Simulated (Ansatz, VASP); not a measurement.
**MgF2 in VASP and in Ansatz**

File POSCAR:

```
MgF2
1.0
    4.6220159946      0.0000000000      0.0000000000
    0.0000000000      4.6220159946      0.0000000000
    0.0000000000      0.0000000000      3.1374951123
Mg F
2 4
Direct
    0.0000000000      0.0000000000      0.0000000000
    0.5000000000      0.5000000000      0.5000000000
    0.3040502989      0.3040502989      0.0000000000
    0.1959497011      0.8040502989      0.5000000000
    0.8040502989      0.1959497011      0.5000000000
    0.6959497011      0.6959497011      0.0000000000
```

The input INCAR.step1:

```
SYSTEM = MgF2
PREC = Accurate
ENCUT = 660
ISMEAR = 0
SIGMA = 0.01
LREAL = .False.
LASPH = .True.
NELM = 120
NBANDS = 25
GGA = PE
ALGO = Normal
EDIFF = 1E-5
LWAVE = .True.
LCHARG = .False.
GGA_COMPAT = .False.
```

INCAR.step2

```
SYSTEM = MgF2
PREC = Accurate
ENCUT = 660
EDIFF = 1E-6
ISMEAR = 0
SIGMA = 0.01
LREAL = .False.
LASPH = .True.
NELM = 120
ALGO = Normal
ISIF = 2
LWAVE = .False.
LCHARG = .False.
METAGGA = R2SCAN
LMIXTAU = .True.
NBANDS = 25
ISTART = 1
GGA_COMPAT = .False.
```

The input KPOINTS:

```
Automatic mesh
0
Gamma
  6 6 8
  0 0 0
```

Input for Ansatz:

```yaml
crystal:
  lattice:
    - [4.6220159946, 0.0, 0.0]
    - [0.0, 4.6220159946, 0.0]
    - [0.0, 0.0, 3.1374951123]
  atoms:
    - { symbol: Mg, position: [0.0, 0.0, 0.0] }
    - { symbol: Mg, position: [0.5, 0.5, 0.5] }
    - { symbol: F, position: [0.3040502989, 0.3040502989, 0.0] }
    - { symbol: F, position: [0.1959497011, 0.8040502989, 0.5] }
    - { symbol: F, position: [0.8040502989, 0.1959497011, 0.5] }
    - { symbol: F, position: [0.6959497011, 0.6959497011, 0.0] }
kpoints:
  mp_grid: { grid: [6, 6, 8] }
  band_path:
    path:
      - [0.0, 0.0, 0.0]
      - [0.0, 0.5, 0.0]
      - [0.5, 0.5, 0.0]
      - [0.0, 0.0, 0.5]
      - [0.0, 0.5, 0.5]
      - [0.5, 0.5, 0.5]
    npoints: 1
hamiltonian:
  xc: r2scan
scf:
  occupations: { method: fixed }
  n_extra_bands: 5
output:
  forces: true
  stress: true
  eigenvalues: true
```

Change from the starting cell: uniaxial_z strain +3.0%.

Alike in both runs: task single point; functional r2SCAN; k mesh 6 × 6 × 8; no spin polarisation.

|  | VASP | Ansatz |
| --- | --- | --- |
| version | VASP 6.6.1 | Ansatz 0.2.0 |
| potentials or method | VASP PAW PBE potentials, release 64 (Mg, F) | plane waves, PAW |
| plane-wave cutoff (eV) | 660 | 500 |
| occupations | gaussian, width 0.01 eV | fixed |
| valence electrons in the cell | 32 | 48 |

Ansatz gave:

| Quantity | Value |
| --- | --- |
| gap on the k mesh at the Fermi level (eV) | 7.82 |
| pressure (GPa) | -3.1 |
| traceless stress, the component that is largest in VASP (GPa) | -2.63 |

Problem. What did VASP give for the same quantities?

Solution. gap on the k mesh at the Fermi level (eV): 7.78; pressure (GPa): -4.6; traceless stress, the component that is largest in VASP (GPa): -2.75.

VASP's potentials were made for PBE, not for r2SCAN. VASP's potentials hold 32 valence electrons a cell and Ansatz's 48, so a difference there can come from the potentials and not from the codes.
